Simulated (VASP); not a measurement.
Here is a VASP 6.6.1 calculation.

INCAR

```
SYSTEM = P
PREC = Accurate ; ENCUT = 520
EDIFF = 1E-7 ; ISMEAR = -1
SIGMA = 0.05 ; LREAL = .FALSE.
LASPH = .TRUE. ; NELM = 80
ALGO = Normal ; ISIF = 2
LWAVE = .FALSE. ; LCHARG = .FALSE.
GGA = PS ; IBRION = 2
NSW = 60 ; EDIFFG = -0.01
```

KPOINTS

```
Automatic mesh
0
G
  7 1 5
  0 0 0
```

The input POSCAR:

```
P
1.0
    3.4150768288      0.0000000000      0.0000000000
    0.0000000000     36.2513122296      0.0000000000
    0.0000000000      0.0000000000      4.6320847100
P
4
Direct
    0.5000000000      0.9702614300      0.9078492800
    0.5000000000      0.0297385700      0.0921507200
    0.0000000000      0.0297385700      0.4078492800
    0.0000000000      0.9702614300      0.5921507200
```

Potentials or basis: VASP PAW PBE potentials, release 64 (P).

Run with:

```bash
$ cat potpaw_PBE.64/P/POTCAR > POTCAR
$ mpirun -np 1 vasp_std > vasp.out
```

Problem. What does it give for the energy gained by relaxing?

Solution. 12.9 meV/atom.

Problem. What does it give for the band gap on the k mesh?

Solution. 1.09 eV.

Step by step:
| step | energy change (eV) | largest force (eV/Å) | pressure (GPa) |
| --- | --- | --- | --- |
| 1 | 0.0000 | 0.6072 | -0.80 |
| 2 | -0.0456 | 0.1988 | -0.67 |
| 3 | -0.0482 | 0.1637 | -0.62 |
| 4 | -0.0515 | 0.0358 | -0.56 |
| 5 | -0.0516 | 0.0094 | -0.54 |

Caveat: there is no dipole correction, which matters where the two faces differ; the PAW data sets were made with another functional, which shifts forces and pressure a little.
